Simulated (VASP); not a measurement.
# H21C12N7 in VASP: further runs

The runs below take H21C12N7 through single point, with PBE.

Everything below comes from runs of VASP 6.6.1. Logs are shortened: lines on timing, memory, paths and dates and some standing lists are left out, and cuts for length are marked.

## Step 1: The cell of the first run

The cell holds a disordered packing, 40 atoms: a = 8.247 Å, b = 8.247 Å, c = 8.247 Å, α = 90.00°, β = 90.00°, γ = 90.00°.

## Step 2: Single point, PBE

INCAR

```
  PREC = Accurate
  ENCUT = 520
  EDIFF = 1E-6
  ISMEAR = -1
  SIGMA = 0.02
  LREAL = Auto
  LASPH = T
  NELM = 60
  ALGO = Normal
  ISIF = 2
  LWAVE = F
  LCHARG = T
  GGA = PE
  LELF = T
  LVHAR = T
  NBANDS = 78
```

KPOINTS

```
Automatic mesh
0
Gamma
  1 1 1
```

POSCAR

```
H21C12N7
1.0
    8.2474740000      0.0000000000      0.0000000000
    0.0000000000      8.2474740000      0.0000000000
    0.0000000000      0.0000000000      8.2474740000
N H C
7 21 12
Direct
    0.8908182069      0.8315515757      0.1259537163
    1.0301820897      0.1378846420      0.2896886974
    0.2912285628      0.5022386248      0.2453963480
    0.6955947967      0.7180259071      0.7098415830
    0.1349140355      0.7932004393      0.7808451412
    0.5903747014      0.0349319076      0.1847959751
    0.6849612378      0.1706583131      0.8491084664
    0.8083202202      0.9040343746      0.0798911279
    0.9667444844      0.9302363366      0.1917071821
    0.9799849020      0.7959649221      0.0522341750
    1.0037861289      0.3212377511     -0.0355502788
    1.1958691837      0.3609347541      0.0352350308
    1.1559418072      0.1670572105     -0.0472387061
    0.6522239415      0.5594682687      0.1414008701
    0.5651669832      0.4635479906     -0.0360352758
    0.5484103375      0.6574255342     -0.0262504617
    0.9645862479      0.6005717629      0.4584555223
    0.7721636952      0.5140483013      0.3819351234
    0.8564440458      0.7196506470      0.3461665960
    0.2549871633      0.4999348892      0.5644879875
    0.3996496382      0.6191713972      0.5883377141
    0.4045844825      0.4781342748      0.7128728141
    0.3217712478      0.1758962805      0.4755637908
    0.3051601011     -0.0129857942      0.4666398463
    0.4589283943      0.0641651007      0.5675070937
    0.9932131947      0.1855355955      0.6635486211
    0.9198452763     -0.0137617894      0.6140668040
    0.8416637627      0.1442987271      0.5024447485
    1.1159780558      0.2593157614      0.0198727513
    1.0765356763      0.1889184495      0.1690578230
    0.5477434667      0.5567644105      0.0585391357
    0.3965092827      0.5288285844      0.1560599039
    0.8306664562      0.6213296338      0.4330780552
    0.7685625926      0.6752855480      0.5969706604
    0.3176730233      0.5675313435      0.6715631962
    0.2117254325      0.6869254756      0.7427486282
    0.4047663563      0.0735861671      0.4423414975
    0.5132723062      0.0556897785      0.3013649998
    0.8861986106      0.1222313644      0.6318783181
    0.7773289131      0.1515979317      0.7487868407
```

Potentials or basis: VASP PAW PBE potentials, release 64 (N, H, C).

Started as:

```sh
$ cat potpaw_PBE.64/N/POTCAR potpaw_PBE.64/H/POTCAR potpaw_PBE.64/C/POTCAR > POTCAR
$ mpirun -np 1 vasp_gam > vasp.out
```

OUTCAR:

```text
PREC = Accurate
   ENCUT = 520
   EDIFF = 1E-6
   ISMEAR = -1
   LREAL = Auto
   LASPH = T
   NELM = 60
   ISIF = 2
   GGA = PE

 ion  position               nearest neighbor table
   1  0.891  0.832  0.126-   8 0.98  10 1.00   9 1.16
   2  0.030  0.138  0.290-  30 1.15
   3  0.291  0.502  0.245-  32 1.16
   4  0.696  0.718  0.710-  34 1.16
   5  0.135  0.793  0.781-  36 1.13
   6  0.590  0.035  0.185-  38 1.17
   7  0.685  0.171  0.849-  40 1.14
[... 19 lines left out ...]
  27  0.920  0.986  0.614-  39 1.16
  28  0.842  0.144  0.502-  39 1.14
  29  0.116  0.259  0.020-  13 1.00  12 1.07  11 1.15  30 1.40
  30  0.077  0.189  0.169-   2 1.15  29 1.40
  31  0.548  0.557  0.059-  16 1.09  14 1.10  15 1.10  32 1.50
  32  0.397  0.529  0.156-   3 1.16  31 1.50
  33  0.831  0.621  0.433-  18 1.09  19 1.10  17 1.14  34 1.51
  34  0.769  0.675  0.597-   4 1.16  33 1.51
  35  0.318  0.568  0.672-  21 1.05  22 1.08  20 1.17  36 1.44
  36  0.212  0.687  0.743-   5 1.13  35 1.44
  37  0.405  0.074  0.442-  24 1.11  23 1.12  25 1.13  38 1.47
  38  0.513  0.056  0.301-   6 1.17  37 1.47
  39  0.886  0.122  0.632-  26 1.06  28 1.14  27 1.16  40 1.34
  40  0.777  0.152  0.749-   7 1.14  39 1.34

  LATTYP: Found a simple cubic cell.
 ALAT       =     8.2474740000

  Lattice vectors:

 A1 = (   8.2474740000,   0.0000000000,   0.0000000000)
 A2 = (   0.0000000000,   8.2474740000,   0.0000000000)
 A3 = (   0.0000000000,   0.0000000000,   8.2474740000)

Analysis of symmetry for initial positions (statically):
=====================================================================
 Subroutine PRICEL returns:
 Original cell was already a primitive cell.

 Routine SETGRP: Setting up the symmetry group for a
 simple cubic supercell.

 Subroutine GETGRP returns: Found  1 space group operations
 (whereof  1 operations were pure point group operations)
 out of a pool of 48 trial point group operations.

The static configuration has the point symmetry C_1 .

Analysis of symmetry for dynamics (positions and initial velocities):
=====================================================================
 Subroutine PRICEL returns:
 Original cell was already a primitive cell.

 Routine SETGRP: Setting up the symmetry group for a
 simple cubic supercell.

 Subroutine GETGRP returns: Found  1 space group operations
 (whereof  1 operations were pure point group operations)
 out of a pool of 48 trial point group operations.

The dynamic configuration has the point symmetry C_1 .

 Subroutine INISYM returns: Found  1 space group operations
 (whereof  1 operations are pure point group operations),
 and found     1 'primitive' translations

----------------------------------------------------------------------------------------

                                     Primitive cell

  volume of cell :     561.0000

  direct lattice vectors                    reciprocal lattice vectors
     8.247474000  0.000000000  0.000000000     0.121249246  0.000000000  0.000000000
     0.000000000  8.247474000  0.000000000     0.000000000  0.121249246  0.000000000
     0.000000000  0.000000000  8.247474000     0.000000000  0.000000000  0.121249246

  length of vectors
     8.247474000  8.247474000  8.247474000     0.121249246  0.121249246  0.121249246

  position of ions in fractional coordinates (direct lattice)
     0.890818207  0.831551576  0.125953716
     0.030182090  0.137884642  0.289688697
     0.291228563  0.502238625  0.245396348
     0.695594797  0.718025907  0.709841583
     0.134914036  0.793200439  0.780845141
     0.590374701  0.034931908  0.184795975
[... 32 lines left out ...]
     0.886198611  0.122231364  0.631878318
     0.777328913  0.151597932  0.748786841

  ion indices of the primitive-cell ions
   primitive index   ion index
                 1           1
                 2           2
                 3           3
                 4           4
                 5           5
                 6           6
[... 32 lines left out ...]
                39          39
                40          40

----------------------------------------------------------------------------------------

 KPOINTS: Automatic mesh

Automatic generation of k-mesh.
 Grid dimensions read from file:
 generate k-points for:    1    1    1

 Generating k-lattice:

  Cartesian coordinates                     Fractional coordinates (reciprocal lattice)
     0.121249246  0.000000000  0.000000000     1.000000000  0.000000000  0.000000000
     0.000000000  0.121249246  0.000000000     0.000000000  1.000000000  0.000000000
     0.000000000  0.000000000  0.121249246     0.000000000  0.000000000  1.000000000

  Length of vectors
     0.121249246  0.121249246  0.121249246

  Shift w.r.t. Gamma in fractional coordinates (k-lattice)
     0.000000000  0.000000000  0.000000000

 Subroutine IBZKPT returns following result:
 ===========================================

 Found      1 irreducible k-points:

 Following reciprocal coordinates:
            Coordinates               Weight
  0.000000  0.000000  0.000000      1.000000
   k-points           NKPTS =      1   k-points in BZ     NKDIM =      1   number of bands    NBANDS=     78
   number of dos      NEDOS =    301   number of ions     NIONS =     40
   total plane-waves  NPLWV = 262144
   dimension x,y,z NGX =    64 NGY =   64 NGZ =   64
   dimension x,y,z NGXF=   128 NGYF=  128 NGZF=  128
   ions per type =               7  21  12
   NGX,Y,Z   is equivalent  to a cutoff of  12.90, 12.90, 12.90 a.u.
   NGXF,Y,Z  is equivalent  to a cutoff of  25.80, 25.80, 25.80 a.u.
 SYSTEM =  unknown system
   PREC   = accura    normal or accurate (medium, high low for compatibility)
   ISTART =      0    job   : 0-new  1-cont  2-samecut
   ICHARG =      2    charge: 1-file 2-atom 10-const
   ISPIN  =      1    spin polarized calculation?
   LNONCOLLINEAR =      F non collinear calculations
   LSORBIT =      F    spin-orbit coupling
   LASPH  =      T    aspherical Exc in radial PAW
   ENCUT  =  520.0 eV  38.22 Ry    6.18 a.u.  15.33 15.33 15.33*2*pi/ulx,y,z
   NELM   =     60;   NELMIN=  2; NELMDL= -5     # of ELM steps
   EDIFF  = 0.1E-05   stopping-criterion for ELM
   LREAL  =      T    real-space projection
   EDIFFG = 0.1E-04   stopping-criterion for IOM
   NSW    =      0    number of steps for IOM
   IBRION =     -1    ionic relax: 0-MD 1-quasi-New 2-CG
   NFREE  =      0    steps in history (QN), initial steepest desc. (CG)
   ISIF   =      2    stress and relaxation
   ISYM   =      2    0-nonsym 1-usesym 2-fastsym
   POTIM  = 0.5000    time-step for ionic-motion
   TEBEG  =    0.0;   TEEND  =   0.0 temperature during run
   PSTRESS=    0.0 pullay stress
   NELECT =     104.0000    total number of electrons
   NUPDOWN=      -1.0000    fix difference up-down
   EMIN   =  10.00;   EMAX   =-10.00  energy-range for DOS
   EFERMI =   0.00;   METHOD = LEGACY
   ISMEAR =    -1;   SIGMA  =   0.02  broadening in eV -4-tet -1-fermi 0-gaus
   EFERMI_NEDOS =   21; number of points for ismear=-14 and -15
   IALGO  =     38    algorithm
   IMIX   =      4    mixing-type and parameters
     AMIX     =   0.40;   BMIX     =  1.00
     AMIX_MAG =   1.60;   BMIX_MAG =  1.00
  volume/ion in A,a.u.               =      14.03        94.65
  Fermi-wavevector in a.u.,A,eV,Ry     =   0.933466  1.763994 11.855546  0.871358
  Thomas-Fermi vector in A             =   2.060170
   LORBIT       =      0    0 simple, 1 ext, 2 COOP (PROOUT), +10 PAW based schemes
   GGA     = PE    functional components
   LHFCALC =     F    Hartree Fock is set to
   AEXX    =    0.0000 exact exchange contribution
   IVDW    =     0    specifies the selected vdW correction
   LEPSILON=     F    determine dielectric tensor
   LRPA    =     F    only Hartree local field effects (RPA)
 non-spin polarized calculation
  energy-cutoff  :      520.00
  volume of cell :      561.00
 maximum number of plane-waves:      7602
 NGX is ok and might be reduce to    64
   NGX = 31   NGY = 31   NGZ = 31

 number of electron     104.0000002 magnetization

 Free energy of the ion-electron system (eV)
  ---------------------------------------------------
  ext. energy  EPLUGINS =         0.00000000
  ---------------------------------------------------
  free energy    TOTEN  =      -237.15875069 eV

  energy without entropy =     -237.15875069  energy(sigma->0) =     -237.15875069

 E-fermi :  -2.1329     XC(G=0):  -6.2511

 val. band max:       -2.6332816129   @ k =   0.0000   0.0000   0.0000
 cond. band min:       1.3976897079   @ k =   0.0000   0.0000   0.0000
 fundamental gap:      4.0309713207
 Fermi energy:        -2.1329093626

 k-point     1 :       0.0000    0.0000    0.0000
  band No.  band energies     occupation
      1     -20.2779      2.00000
      2     -20.0350      2.00000
      3     -19.9050      2.00000
      4     -19.6025      2.00000
      5     -19.5051      2.00000
      6     -19.4905      2.00000
[... 56 lines left out ...]
     63       2.8636      0.00000
     64       3.0390      0.00000
 [bands above 64 left out]

------------------------ aborting loop because EDIFF is reached ----------------------------------------

  FORCE on cell =-STRESS in cart. coord.  units (eV):
  Direction    XX          YY          ZZ          XY          YZ          ZX
  --------------------------------------------------------------------------------------
  -------------------------------------------------------------------------------------
  Total        6.1848527      7.9896183      6.7950669     -2.4012694     -2.3512907     -6.6218135
  in kB       17.6635128     22.8177989     19.4062424     -6.8578597     -6.7151241    -18.9114427
  external PRESSURE =      19.9625180 kB  Pullay stress =       0.0000000 kB

 VOLUME and BASIS-vectors are now :
 -----------------------------------------------------------------------------
  energy-cutoff  :      520.00
  volume of cell :      561.00
      direct lattice vectors                 reciprocal lattice vectors
     8.247474000  0.000000000  0.000000000     0.121249246  0.000000000  0.000000000
     0.000000000  8.247474000  0.000000000     0.000000000  0.121249246  0.000000000
     0.000000000  0.000000000  8.247474000     0.000000000  0.000000000  0.121249246

 POSITION                                       TOTAL-FORCE (eV/Angst)
 -----------------------------------------------------------------------------------
      7.34700      6.85820      1.03880         3.198539      1.826808      3.808897
      0.24893      1.13720      2.38920        -0.366174     -0.972230      2.082403
      2.40190      4.14220      2.02390        -0.596570      0.053158      0.529665
      5.73690      5.92190      5.85440         0.041704      0.080686      0.582525
      1.11270      6.54190      6.44000        -3.045107      3.939972      1.621532
      4.86910      0.28810      1.52410         0.077340      0.010815      0.232270
[... 32 lines left out ...]
      7.30890      1.00810      5.21140         1.819623     -3.016858     -4.761376
      6.41100      1.25030      6.17560        -0.764045     -0.476545      0.202683
 -----------------------------------------------------------------------------------
    total drift:                                0.003069      0.001032      0.014830

  FREE ENERGIE OF THE ION-ELECTRON SYSTEM (eV)
  ---------------------------------------------------
  free  energy   TOTEN  =      -237.1587506945 eV

  energy  without entropy=     -237.1587506945  energy(sigma->0) =     -237.15875069
```

It took 1.7 min on 1 thread of Intel Xeon Platinum 8259CL at 2.50GHz (Skylake/Cascade Lake), shared host; peak memory 0.54 GiB.

Results:

* Free energy: -237.1588 eV
* Pressure: 2.0 GPa
* Largest force: 5.997 eV/Å
* Band gap on the k mesh: 4.03 eV

Forces in eV/Å, atoms in the order of the input:
```
N    3.199  1.827  3.809
N   -0.366 -0.972  2.082
N   -0.597  0.053  0.530
N    0.042  0.081  0.583
N   -3.045  3.940  1.622
N    0.077  0.011  0.232
N   -2.770  1.015  2.817
H   -1.312  0.745 -1.430
H   -2.057 -2.517 -1.093
H    0.111 -0.406 -1.454
H    0.821 -1.022  0.487
H    0.855  0.115  0.052
H    1.675 -2.767 -3.051
H   -0.105  0.154 -0.275
H   -0.044 -0.720  0.688
H   -0.286  1.068  0.514
H   -0.835 -0.767 -0.187
H   -0.037  0.058  0.194
H   -1.127  0.317 -0.404
H   -0.148  0.455  1.533
H    1.118  1.934 -0.797
H   -0.451 -0.237  1.860
H    0.950  0.688 -1.616
H    0.462 -0.901 -1.225
H    0.885 -0.125 -0.978
H    1.413  0.706 -0.382
H   -0.350  1.484  0.843
H    0.517  0.503  1.249
C   -2.727  3.617  0.396
C   -0.237  1.123 -0.235
C   -0.938 -0.836  0.020
C    2.275  0.620 -1.222
C    2.202  0.680  2.501
C   -0.342 -0.615 -2.633
C   -1.251 -1.671 -2.989
C    3.829 -4.422 -1.321
C   -0.806 -0.065  2.665
C   -1.656  0.342  1.176
C    1.820 -3.017 -4.761
C   -0.764 -0.477  0.203
```

Stress tensor (GPa, compression positive):
```
 1.77 -0.69 -1.89
-0.69  2.28 -0.67
-1.89 -0.67  1.94
```

Caveat: the k points lie up to 0.76 Å⁻¹ apart; the atoms stand as in a frame of molecular dynamics.

## Step 3: Single point, PBE

INCAR

```
SYSTEM = H21C12N7
  PREC = Accurate
  ENCUT = 520
  EDIFF = 1E-6
  ISMEAR = -1
  SIGMA = 0.02
  LREAL = Auto
  LASPH = .True.
  NELM = 80
  ALGO = Normal
  ISIF = 2
  LWAVE = .False.
  LCHARG = .False.
  GGA = PE
  NBANDS = 78
```

KPOINTS

```
regular mesh
0
Gamma
  1 1 1
  0 0 0
```

POSCAR

```
H21C12N7
1.0
    8.2474740000      0.0000000000      0.0000000000
    0.0000000000      8.2474740000      0.0000000000
    0.0000000000      0.0000000000      8.2474740000
N H C
7 21 12
Direct
    0.8832401290      0.7658223597      0.0678268279
    1.1191547861      0.1079118285      0.2731745502
    0.2519680571      0.5231662446      0.2739626703
    0.6737093078      0.8137521864      0.6790806494
    0.1868450874      0.8205057694      0.7932731889
    0.4995226417      0.0817219915      0.1854992207
    0.7214087610      0.2525985532      0.8273927265
    0.9440951254      0.6940549312     -0.0207942456
    0.8177412866      0.8206512685     -0.0142952860
    0.9467019841      0.8519941985      0.1229224851
    1.0132314452      0.1480695786     -0.0861475889
    1.0609915230      0.3533809261     -0.0186117592
    1.2057388723      0.2365936528     -0.0801093765
    0.5846517370      0.5003713864      0.0640317266
    0.4900773255      0.6896535836      0.0173871418
    0.5800200158      0.6538244316      0.2096278206
    0.7929943156      0.4995468916      0.4724355603
    0.8289810917      0.6687623386      0.3263423443
    0.9463988610      0.6175345324      0.5173826556
    0.3208982532      0.6043062397      0.5200986387
    0.4352726665      0.5631906205      0.6683015915
    0.2381092684      0.4479432127      0.6795535215
    0.3874277142      0.0915795551      0.5020688759
    0.3271668392     -0.1159142787      0.4438692380
    0.5584376501     -0.0587210096      0.4997530153
    0.9823007626      0.1593578834      0.6356249198
    0.9926675731     -0.0266263343      0.7672046011
    0.8667381067     -0.0151197809      0.5912234461
    1.1013432719      0.2301674428     -0.0157866518
    1.1228286382      0.1636864815      0.1420919908
    0.5103259495      0.5979406543      0.1133316698
    0.3542175459      0.5464339748      0.1762479033
    0.8235976252      0.6295988323      0.4565640340
    0.7393536494      0.7246097411      0.5871252216
    0.3112225634      0.5520599398      0.6432029977
    0.2431047373      0.7070771002      0.7201113941
    0.4307864444     -0.0283723235      0.4612200051
    0.4755274160      0.0099788129      0.3044204807
    0.9164502974      0.0642742251      0.6917148208
    0.8015545123      0.1470995847      0.7815362619
```

Potentials or basis: VASP PAW PBE potentials, release 64 (N, H, C).

Started as:

```sh
$ cat potpaw_PBE.64/N/POTCAR potpaw_PBE.64/H/POTCAR potpaw_PBE.64/C/POTCAR > POTCAR
$ mpirun -np 1 vasp_gam > vasp.out
```

Run time: 99 s. Hardware: 1 thread of Intel Xeon Platinum 8259CL at 2.50GHz (Skylake/Cascade Lake), shared host; peak memory 0.54 GiB.

It converged, with:

```
Free energy            : -236.9787 eV
Pressure               : 0.9 GPa
Largest force          : 4.400 eV/Å
Band gap on the k mesh : 4.50 eV
```

Forces on the atoms (eV/Å):
```
N    0.131 -2.861 -0.954
N    0.043  0.343 -1.058
N    0.503  0.058 -1.722
N    1.007 -1.976 -0.857
N    1.628 -3.099 -2.117
N    0.630 -0.273 -0.932
N   -1.127  0.787  0.903
H    0.444  0.791  1.896
H   -2.038  1.531 -0.945
H    1.390  0.573  0.218
H    1.185  1.196  1.145
H   -0.852  0.806  0.512
H    3.216 -0.375 -1.676
H   -0.097 -0.358 -0.181
H    0.215 -0.130  0.157
H    0.075  0.268  0.318
H   -0.634  0.284 -0.461
H   -0.170  0.218  0.732
H   -0.189  0.511 -1.099
H   -0.895 -1.453 -0.600
H    1.843 -0.890  1.224
H    0.342 -0.140 -0.569
H   -0.050 -0.521  0.756
H    0.929  0.174  1.132
H   -1.628 -0.455  1.362
H    1.388  0.559 -0.633
H   -0.508  1.248 -0.993
H    0.175  0.964  0.851
C   -2.765 -1.347  0.018
C   -0.480 -0.425  1.902
C   -0.392  0.228 -1.174
C   -0.359 -0.040  2.274
C    0.940 -0.648  2.582
C   -0.789  0.627 -0.710
C   -1.516  4.129  0.106
C   -1.209  1.151  2.321
C   -0.023 -0.423  0.337
C   -0.096  1.920 -3.029
C    1.177 -3.796 -0.933
C   -1.445  0.842 -0.102
```

Stress tensor (GPa, compression positive):
```
 2.55  0.22  0.15
 0.22 -0.94 -1.45
 0.15 -1.45  1.01
```

Levels at points of the mesh, in eV from the valence-band top:
| k point | band 48 | band 49 | band 50 | band 51 | band 52 | band 53 | band 54 | band 55 | band 56 | band 57 |
| --- | --- | --- | --- | --- | --- | --- | --- | --- | --- | --- |
| (0.00, 0.00, 0.00) | -1.25 | -1.19 | -0.91 | -0.64 | 0.00 | 4.50 | 4.91 | 5.00 | 5.10 | 5.30 |

Caveat: the k points lie up to 0.76 Å⁻¹ apart; the atoms stand as in a frame of molecular dynamics.

(Part 1 of 2 ends here.)
